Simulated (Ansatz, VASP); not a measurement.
**Na: VASP beside Ansatz**

```xyz
2
Lattice="3.7670 0.0000 0.0000 -1.8835 3.2623 0.0000 0.0000 0.0000 6.1540" Properties=species:S:1:pos:R:3 pbc="T T T"
Na    0.0000    2.1749    1.5385
Na    1.8835    1.0874    4.6155
```

Alike in both runs: task relaxation of cell and atoms; functional LDA; k mesh 14 × 14 × 8; occupations fermi-dirac, width 0.1 eV; no spin polarisation.

|  | VASP | Ansatz |
| --- | --- | --- |
| version | VASP 6.6.1 | Ansatz 0.2.0 |
| potentials or method | VASP PAW LDA potentials, release 64 (Na_pv) | PAW with Ansatz's default frozen-core files, scalar-relativistic |
| plane-wave cutoff (eV) | 600 | 420 |
| valence electrons in the cell | 14 | 18 |

```csv
,VASP,Ansatz,Ansatz less VASP
relaxed volume (Å³/atom),33.27,33.51,+0.240
relaxed length of the cell vector where the two differ most in proportion (Å),3.610,3.619,+0.0087
```

LDA's correlation is that of Perdew and Zunger in VASP and of Perdew and Wang (1992) in Ansatz. VASP's potentials hold 14 valence electrons a cell and Ansatz's 18, so a difference there can come from the potentials and not from the codes.
